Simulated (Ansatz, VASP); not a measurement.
# Two plane-wave programs on MgH2

```
Mg H
1.0
     0.00000    2.38107    2.38107
     2.38107    0.00000    2.38107
     2.38107    2.38107    0.00000
Mg H
1 2
Cartesian
  0.0000 0.0000 0.0000
  3.5716 3.5716 3.5716
  1.1905 1.1905 1.1905
```

Alike in both runs: task single point; functional r2SCAN; k mesh 6 × 6 × 6; occupations gaussian, width 0.1 eV; no spin polarisation.

|  | VASP | Ansatz |
| --- | --- | --- |
| version | VASP 6.6.1 | Ansatz 0.2.0 |
| potentials or method | VASP PAW PBE potentials, release 64 (Mg, H), cutoff 520 eV | scalar-relativistic, plane waves, PAW |
| valence electrons in the cell | 4 | 12 |

```tsv
	VASP	Ansatz	Ansatz less VASP
gap on the k mesh at the Fermi level (eV)	none	none	-
pressure (GPa)	-1.8	-1.2	+0.60
```

VASP's potentials were made for PBE, not for r2SCAN. A gap of «none» marks a metal or a gap that the smearing closes. With one functional, cell and mesh, what is left measures potentials, basis and numerics. VASP's potentials hold 4 valence electrons a cell and Ansatz's 12, so a difference there can come from the potentials and not from the codes.

The k mesh is coarse, so the values compare programs but aren't converged.
